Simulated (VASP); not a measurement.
# Pt (Fm-3m) in VASP: further runs

The runs below take Pt through single point, with LDA.

All numbers are computed with VASP 6.6.1; they aren't measurements. Logs are shortened: lines on timing, memory, paths and dates and some standing lists are left out, and cuts for length are marked.

## Step 1: The cell of the first run

The structure is cubic, space group Fm-3m (No. 225). The conventional cell has a = 3.895 Å, b = 3.895 Å, c = 3.895 Å, α = 90.00°, β = 90.00°, γ = 90.00°. Pt (site symmetry m-3m) has 12 Pt at 2.75 Å within 3.6 Å.

## Step 2: Single point, LDA

Input file INCAR:

```
SYSTEM = Pt
  PREC = Accurate
  ENCUT = 520
  EDIFF = 1E-7
  ISMEAR = 0
  SIGMA = 0.01
  LREAL = .FALSE.
  LASPH = .TRUE.
  NELM = 60
  ALGO = Normal
  ISIF = 2
  LWAVE = .FALSE.
  LCHARG = .FALSE.
  NBANDS = 11
```

Input file KPOINTS:

```
Automatic mesh
0
G
  14 14 14
  0 0 0
```

Input file POSCAR:

```
Pt
1.0
    0.0000000000      1.9474302061      1.9474302061
    1.9474302061      0.0000000000      1.9474302061
    1.9474302061      1.9474302061      0.0000000000
Pt
1
Direct
    0.0000000000      0.0000000000      0.0000000000
```

Potentials or basis: VASP PAW LDA potentials, release 64 (Pt).

On the command line:

```bash
cat potpaw_LDA.64/Pt/POTCAR > POTCAR
mpirun -np 1 vasp_std > vasp.out
```

OUTCAR:

```text
SYSTEM = Pt
   PREC = Accurate
   ENCUT = 520
   EDIFF = 1E-7
   ISMEAR = 0
   LREAL = .FALSE.
   LASPH = .TRUE.
   NELM = 60
   ISIF = 2

 ion  position               nearest neighbor table
   1  0.000  0.000  0.000-

  LATTYP: Found a face centered cubic cell.
 ALAT       =     3.8948604122

  Lattice vectors:

 A1 = (   0.0000000000,   1.9474302061,   1.9474302061)
 A2 = (   1.9474302061,   0.0000000000,   1.9474302061)
 A3 = (   1.9474302061,   1.9474302061,   0.0000000000)

Analysis of symmetry for initial positions (statically):
=====================================================================
 Subroutine PRICEL returns:
 Original cell was already a primitive cell.

 Routine SETGRP: Setting up the symmetry group for a
 face centered cubic supercell.

 Subroutine GETGRP returns: Found 48 space group operations
 (whereof 48 operations were pure point group operations)
 out of a pool of 48 trial point group operations.

The static configuration has the point symmetry O_h .

Analysis of symmetry for dynamics (positions and initial velocities):
=====================================================================
 Subroutine PRICEL returns:
 Original cell was already a primitive cell.

 Routine SETGRP: Setting up the symmetry group for a
 face centered cubic supercell.

 Subroutine GETGRP returns: Found 48 space group operations
 (whereof 48 operations were pure point group operations)
 out of a pool of 48 trial point group operations.

The dynamic configuration has the point symmetry O_h .

 Subroutine INISYM returns: Found 48 space group operations
 (whereof 48 operations are pure point group operations),
 and found     1 'primitive' translations

----------------------------------------------------------------------------------------

                                     Primitive cell

  volume of cell :      14.7712

  direct lattice vectors                    reciprocal lattice vectors
     0.000000000  1.947430206  1.947430206    -0.256748611  0.256748611  0.256748611
     1.947430206  0.000000000  1.947430206     0.256748611 -0.256748611  0.256748611
     1.947430206  1.947430206  0.000000000     0.256748611  0.256748611 -0.256748611

  length of vectors
     2.754082209  2.754082209  2.754082209     0.444701639  0.444701639  0.444701639

  position of ions in fractional coordinates (direct lattice)
     0.000000000  0.000000000  0.000000000

  ion indices of the primitive-cell ions
   primitive index   ion index
                 1           1

----------------------------------------------------------------------------------------

 KPOINTS: Automatic mesh

Automatic generation of k-mesh.
 Grid dimensions read from file:
 generate k-points for:   14   14   14

 Generating k-lattice:

  Cartesian coordinates                     Fractional coordinates (reciprocal lattice)
    -0.018339186  0.018339186  0.018339186     0.071428571  0.000000000  0.000000000
     0.018339186 -0.018339186  0.018339186     0.000000000  0.071428571  0.000000000
     0.018339186  0.018339186 -0.018339186     0.000000000  0.000000000  0.071428571

  Length of vectors
     0.031764403  0.031764403  0.031764403

  Shift w.r.t. Gamma in fractional coordinates (k-lattice)
     0.000000000  0.000000000  0.000000000

 Subroutine IBZKPT returns following result:
 ===========================================

 Found    104 irreducible k-points:

 Following reciprocal coordinates:
            Coordinates               Weight
  0.000000  0.000000  0.000000      1.000000
  0.071429  0.000000  0.000000      8.000000
  0.142857  0.000000  0.000000      8.000000
  0.214286  0.000000  0.000000      8.000000
  0.285714  0.000000  0.000000      8.000000
  0.357143  0.000000  0.000000      8.000000
[... 16 lines left out ...]
  0.214286  0.142857  0.000000     24.000000
  0.285714  0.142857  0.000000     24.000000
 [... further k-points ...]
   k-points           NKPTS =    104   k-points in BZ     NKDIM =    104   number of bands    NBANDS=     11
   number of dos      NEDOS =    301   number of ions     NIONS =      1
   total plane-waves  NPLWV =   8000
   dimension x,y,z NGX =    20 NGY =   20 NGZ =   20
   dimension x,y,z NGXF=    40 NGYF=   40 NGZF=   40
   ions per type =               1
   NGX,Y,Z   is equivalent  to a cutoff of  12.07, 12.07, 12.07 a.u.
   NGXF,Y,Z  is equivalent  to a cutoff of  24.15, 24.15, 24.15 a.u.
 SYSTEM =  Pt
   PREC   = accura    normal or accurate (medium, high low for compatibility)
   ISTART =      0    job   : 0-new  1-cont  2-samecut
   ICHARG =      2    charge: 1-file 2-atom 10-const
   ISPIN  =      1    spin polarized calculation?
   LNONCOLLINEAR =      F non collinear calculations
   LSORBIT =      F    spin-orbit coupling
   LASPH  =      T    aspherical Exc in radial PAW
   ENCUT  =  520.0 eV  38.22 Ry    6.18 a.u.   5.12  5.12  5.12*2*pi/ulx,y,z
   NELM   =     60;   NELMIN=  2; NELMDL= -5     # of ELM steps
   EDIFF  = 0.1E-06   stopping-criterion for ELM
   LREAL  =      F    real-space projection
   EDIFFG = 0.1E-05   stopping-criterion for IOM
   NSW    =      0    number of steps for IOM
   IBRION =     -1    ionic relax: 0-MD 1-quasi-New 2-CG
   NFREE  =      0    steps in history (QN), initial steepest desc. (CG)
   ISIF   =      2    stress and relaxation
   ISYM   =      2    0-nonsym 1-usesym 2-fastsym
   POTIM  = 0.5000    time-step for ionic-motion
   TEBEG  =    0.0;   TEEND  =   0.0 temperature during run
   PSTRESS=    0.0 pullay stress
   NELECT =      10.0000    total number of electrons
   NUPDOWN=      -1.0000    fix difference up-down
   EMIN   =  10.00;   EMAX   =-10.00  energy-range for DOS
   EFERMI =   0.00;   METHOD = LEGACY
   ISMEAR =     0;   SIGMA  =   0.01  broadening in eV -4-tet -1-fermi 0-gaus
   EFERMI_NEDOS =   21; number of points for ismear=-14 and -15
   IALGO  =     38    algorithm
   IMIX   =      4    mixing-type and parameters
     AMIX     =   0.40;   BMIX     =  1.00
     AMIX_MAG =   1.60;   BMIX_MAG =  1.00
  volume/ion in A,a.u.               =      14.77        99.68
  Fermi-wavevector in a.u.,A,eV,Ry     =   1.437484  2.716450 28.114526  2.066359
  Thomas-Fermi vector in A             =   2.556556
   LORBIT       =      0    0 simple, 1 ext, 2 COOP (PROOUT), +10 PAW based schemes
   GGA     = CA    functional components
   LHFCALC =     F    Hartree Fock is set to
   AEXX    =    0.0000 exact exchange contribution
   IVDW    =     0    specifies the selected vdW correction
   LEPSILON=     F    determine dielectric tensor
   LRPA    =     F    only Hartree local field effects (RPA)
 non-spin polarized calculation
 Gauss-broadening in eV      SIGMA  =   0.01
  energy-cutoff  :      520.00
  volume of cell :       14.77
 maximum number of plane-waves:       411
   NGX = 11   NGY = 11   NGZ = 11

 number of electron      10.0000000 magnetization

 Free energy of the ion-electron system (eV)
  ---------------------------------------------------
  ext. energy  EPLUGINS =         0.00000000
  ---------------------------------------------------
  free energy    TOTEN  =        -7.51293323 eV

  energy without entropy =       -7.51272679  energy(sigma->0) =       -7.51283001

 E-fermi :  11.5175     XC(G=0): -13.8080

 val. band max:       11.5139743070   @ k =  -0.4286   0.2857   0.0714
 cond. band min:      11.5218847178   @ k =   0.5000   0.3571   0.0714
 fundamental gap:      0.0079104108
 Fermi energy:        11.5174632383

 k-point     1 :       0.0000    0.0000    0.0000
  band No.  band energies     occupation
      1       1.0674      2.00000
      2       7.5979      2.00000
      3       7.5979      2.00000
      4       7.5979      2.00000
      5       9.8689      2.00000
      6       9.8689      2.00000
      7      26.1066      0.00000
      8      31.1490      0.00000
      9      31.1490      0.00000
     10      31.1490      0.00000
     11      36.6786      0.00000

 k-point     2 :       0.0714    0.0000    0.0000
  band No.  band energies     occupation
      1       1.2768      2.00000
      2       7.5037      2.00000
      3       7.6815      2.00000
      4       7.6815      2.00000
      5       9.8216      2.00000
      6       9.8216      2.00000
      7      26.4380      0.00000
      8      30.1338      0.00000
      9      31.4775      0.00000
     10      31.4775      0.00000
     11      37.7997      0.00000

 k-point     3 :       0.1429    0.0000    0.0000
  band No.  band energies     occupation
      1       1.8709      2.00000
      2       7.2901      2.00000
      3       7.8768      2.00000
      4       7.8768      2.00000
      5       9.7505      2.00000
      6       9.7505      2.00000
      7      27.2760      0.00000
      8      28.2109      0.00000
      9      32.4144      0.00000
     10      32.4144      0.00000
     11      37.5505      0.00000

 k-point     4 :       0.2143    0.0000    0.0000
  band No.  band energies     occupation
      1       2.7174      2.00000
      2       7.1629      2.00000
      3       8.0059      2.00000
      4       8.0059      2.00000
      5       9.8605      2.00000
      6       9.8605      2.00000
      7      26.0910      0.00000
      8      27.9973      0.00000
      9      33.7780      0.00000
     10      33.7780      0.00000
     11      35.4842      0.00000
[... 239 lines left out ...]
 k-point    22 :       0.1429    0.1429    0.0000
  band No.  band energies     occupation
      1       2.1469      2.00000
      2       6.9189      2.00000
      3       8.1790      2.00000
      4       8.1790      2.00000
      5       9.1185      2.00000
      6      10.1594      2.00000
      7      27.8056      0.00000
      8      29.5626      0.00000
      9      31.0962      0.00000
     10      31.0962      0.00000
     11      39.0794      0.00000

 k-point    23 :       0.2143    0.1429    0.0000
  band No.  band energies     occupation
      1       2.8083      2.00000
      2       6.6353      2.00000
      3       8.3069      2.00000
      4       8.4513      2.00000
      5       9.0575      2.00000
      6      10.3273      2.00000
      7      28.1609      0.00000
      8      28.7009      0.00000
      9      30.9201      0.00000
     10      31.6049      0.00000
     11      36.5800      0.00000

 k-point    24 :       0.2857    0.1429    0.0000
  band No.  band energies     occupation
      1       3.6460      2.00000
      2       6.4942      2.00000
      3       7.9655      2.00000
      4       8.5628      2.00000
      5       9.7351      2.00000
      6      10.6637      2.00000
      7      25.9132      0.00000
      8      28.9578      0.00000
      9      30.6302      0.00000
     10      31.9392      0.00000
     11      36.0752      0.00000

 [... further k-points ...]
[... 5 lines left out ...]
  --------------------------------------------------------------------------------------
  -------------------------------------------------------------------------------------
  Total        0.0268698      0.0268698      0.0268698      0.0000000     -0.0000000      0.0000000
  in kB        2.9144652      2.9144652      2.9144652      0.0000000     -0.0000000      0.0000000
  external PRESSURE =       2.9144652 kB  Pullay stress =       0.0000000 kB

 VOLUME and BASIS-vectors are now :
 -----------------------------------------------------------------------------
  energy-cutoff  :      520.00
  volume of cell :       14.77
      direct lattice vectors                 reciprocal lattice vectors
     0.000000000  1.947430206  1.947430206    -0.256748611  0.256748611  0.256748611
     1.947430206  0.000000000  1.947430206     0.256748611 -0.256748611  0.256748611
     1.947430206  1.947430206  0.000000000     0.256748611  0.256748611 -0.256748611

 POSITION                                       TOTAL-FORCE (eV/Angst)
 -----------------------------------------------------------------------------------
      0.00000      0.00000      0.00000        -0.000000     -0.000000      0.000000
 -----------------------------------------------------------------------------------
    total drift:                               -0.000000      0.000000      0.000000

  FREE ENERGIE OF THE ION-ELECTRON SYSTEM (eV)
  ---------------------------------------------------
  free  energy   TOTEN  =        -7.5129332289 eV

  energy  without entropy=       -7.5127267912  energy(sigma->0) =       -7.51283001
```

Run time: 22 s. Hardware: 1 thread of Intel Xeon 8259CL, shared host; peak memory 0.13 GiB.

Results:

```
Free energy            : -7.5129 eV
Pressure               : 0.3 GPa
Band gap on the k mesh : zero (band 5 reaches 12.06 eV, above the bottom of band 6 at 9.75 eV)
```

Caveat: spin-orbit coupling is left out, which moves the levels of the heavy elements.

## Step 3: Single point, LDA

Input file INCAR:

```
  PREC = Accurate
  ENCUT = 520
  EDIFF = 1E-7
  ISMEAR = 0
  SIGMA = 0.03
  LREAL = False
  LASPH = True
  NELM = 60
  ALGO = Normal
  ISIF = 2
  LWAVE = False
  LCHARG = False
  NBANDS = 11
```

Input file KPOINTS:

```
Automatic mesh
0
Gamma
  14 14 14
```

POSCAR is that of step 2.

Potentials or basis: VASP PAW LDA potentials, release 64 (Pt).

On the command line:

```bash
cat potpaw_LDA.64/Pt/POTCAR > POTCAR
mpirun -np 1 vasp_std > vasp.out
```

It took 22 s on 1 thread of Intel Xeon 8259CL, shared host; peak memory 0.13 GiB.

The run converged. Its results:

```yaml
Free_energy: -7.5135 eV
Pressure: 0.3 GPa
Band_gap_on_the_k_mesh: zero (band 5 reaches 12.06 eV, above the bottom of band 6 at 9.75 eV)
```

Levels at points of the mesh, in eV from the Fermi level:
```tsv
k point	band 3	band 4	band 5	band 6	band 7	band 8
(0.00, 0.00, 0.00)	-3.92	-3.92	-1.65	-1.65	14.58	19.63
(0.50, 0.00, 0.00)	-3.98	-0.54	0.08	0.08	6.02	14.16
(0.50, 0.50, 0.00)	0.06	0.54	0.54	1.75	9.12	11.43
```

Caveat: spin-orbit coupling is left out, which moves the levels of the heavy elements.
